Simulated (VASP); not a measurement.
A run of VASP 6.6.1:

The input INCAR:

```
  PREC = Accurate
  ENCUT = 560
  EDIFF = 1E-6
  ISMEAR = 0
  SIGMA = 0.02
  LREAL = False
  LASPH = True
  NELM = 120
  ALGO = Normal
  ISIF = 2
  LWAVE = False
  LCHARG = True
  LELF = True
  LVHAR = True
  NBANDS = 16
  GGA_COMPAT = False
```

KPOINTS

```
regular mesh
0
Gamma
  10 10 10
```

File POSCAR:

```
BAs
1.0
    0.0000000000      2.3659693683      2.3659693683
    2.3659693683      0.0000000000      2.3659693683
    2.3659693683      2.3659693683      0.0000000000
B As
1 1
Direct
    0.0000000000      0.0000000000      0.0000000000
    0.2500000000      0.2500000000      0.2500000000
```

Potentials or basis: VASP PAW LDA potentials, release 64 (B, As_d).

Command:

```sh
$ cat potpaw_LDA.64/B/POTCAR potpaw_LDA.64/As_d/POTCAR > POTCAR
$ mpirun -np 1 vasp_std > vasp.out
```

Hardware: 1 thread of Intel(R) Xeon(R) Platinum 8375C CPU @ 2.90GHz (Ice Lake), with other jobs on the host.

Q: How long does it take, and how much memory?

A: It took 26 s on 1 thread of Intel(R) Xeon(R) Platinum 8375C CPU @ 2.90GHz (Ice Lake), with other jobs on the host, peak memory 0.15 GiB. Counts: scf iterations 11, k points 47.
